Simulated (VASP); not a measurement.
Runs of VASP 6.6.1 on PbS. The structure is that of space group Fm-3m (No. 225), or close to it. The cells are those of the table. 

```csv
task,cell,gap on the mesh (eV),pressure (GPa)
electric field gradients,"a = 4.179 Å, angles 60.0°, 2 atoms",0.17,(b)
single point,"a = 4.228 Å, angles 60.0°, 2 atoms",(a),-3.8
electric field gradients,"a = 4.257, b = 4.257, c = 4.193 Å, angles 60.5, 60.5, 59.0°, 2 atoms",0.28,-3.9
single point,"a = 4.248 Å, angles 60.0°, 2 atoms",0.34,-4.4
electric field gradients,"a = 4.165 Å, angles 60.0°, 2 atoms",0.13,(c)
```

Alike in all rows: level LDA; potentials or basis VASP PAW LDA potentials, release 64 (Pb_d, S); no spin polarisation; k mesh 8 × 8 × 8; cutoff (eV) 520; smearing fermi-dirac 0.01 eV.

Estimate the missing entries.

(a) 0.29; (b) -1.9; (c) -1.3.

Caveats: spin-orbit coupling is left out, which moves the levels of the heavy elements.

A k mesh can miss the band edges, and the runs leave out spin-orbit coupling on Pb.
